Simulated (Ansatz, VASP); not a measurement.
One calculation of KCl, two programs

Contents of INCAR:

```
  PREC = Accurate
  ENCUT = 520
  EDIFF = 1E-8
  ISMEAR = -1
  SIGMA = 0.03
  LREAL = F
  LASPH = T
  NELM = 80
  ALGO = Normal
  ISIF = 2
  LWAVE = F
  LCHARG = F
  GGA = PS
  LEFG = T
  NBANDS = 15
```

Contents of KPOINTS:

```
Automatic mesh
0
Gamma
  7 7 7
```

POSCAR

```
KCl
1.0
    0.0000000000      3.1561000000      3.0929780000
    3.1561000000      0.0000000000      3.0929780000
    3.1561000000      3.1561000000      0.0000000000
K Cl
1 1
Direct
    0.0000000000      0.0000000000      0.0000000000
    0.5000000000      0.5000000000      0.5000000000
```

Input for Ansatz:

```yaml
crystal:
  lattice:
    - [0.0, 3.1561, 3.092978]
    - [3.1561, 0.0, 3.092978]
    - [3.1561, 3.1561, 0.0]
  atoms:
    - { symbol: K, position: [0.0, 0.0, 0.0] }
    - { symbol: Cl, position: [0.5, 0.5, 0.5] }
kpoints:
  mp_grid: { grid: [7, 7, 7] }
scf:
  occupations: { method: fermi_dirac, width: 0.03 }
hamiltonian:
  xc: pbesol
  pseudopotentials: { kind: all_electron, datasets: crystal }
output:
  forces: true
  stress: true
  eigenvalues: true
  efg: { contact_densities: true }
```

Change from the starting cell: zz strain of -2 %, crystal datasets.

Alike in both runs: task electric field gradients; functional PBEsol; k mesh 7 × 7 × 7; occupations fermi-dirac, width 0.03 eV; no spin polarisation.

```csv
,VASP,Ansatz
version,VASP 6.6.1,Ansatz 0.2.0
potentials or method,"VASP PAW PBE potentials, release 64 (K_sv, Cl), cutoff 520 eV","all-electron PAW with datasets made for the crystal, scalar-relativistic"
```

```csv
,VASP,Ansatz,Ansatz less VASP
gap on the k mesh at the Fermi level (eV),5.05,5.05,+0.004
pressure (GPa),-0.2,-0.2,-0.04
"traceless stress, the component that is largest in VASP (GPa)",0.50,0.48,-0.012
size of Vzz on the site where it differs most (V/Å²),3.9,3.8,-0.09
```

VASP's potentials were made for PBE, not for PBEsol. Ansatz ran all-electron here, and VASP with PAW potentials.
